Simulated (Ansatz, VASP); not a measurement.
SnTe: VASP beside Ansatz

```xyz
2
Lattice="0.0000 3.0893 3.0893 3.0893 0.0000 3.0893 3.0893 3.0893 0.0000" Properties=species:S:1:pos:R:3 pbc="T T T"
Sn    0.0000    0.0000    0.0000
Te    3.0893    3.0893    3.0893
```

Alike in both runs: task single point; functional PBE; k mesh 10 × 10 × 10; occupations gaussian, width 0.05 eV; no spin polarisation.

|  | VASP | Ansatz |
| --- | --- | --- |
| version | VASP 6.6.1 | Ansatz 0.2.0 |
| potentials or method | VASP PAW PBE potentials, release 64 (Sn_d, Te), cutoff 520 eV | scalar-relativistic, plane waves, PAW |
| valence electrons in the cell | 20 | 30 |

|  | VASP | Ansatz | Ansatz less VASP |
| --- | --- | --- | --- |
| gap on the k mesh at the Fermi level (eV) | 0.28 | 0.28 | 0.000 |
| least direct gap on the mesh (eV) | 0.28 | 0.28 | 0.000 |
| pressure (GPa) | 5.7 | 5.7 | +0.01 |

VASP's potentials hold 20 valence electrons a cell and Ansatz's 30, so a difference there can come from the potentials and not from the codes.

Neither program's run includes spin-orbit coupling.
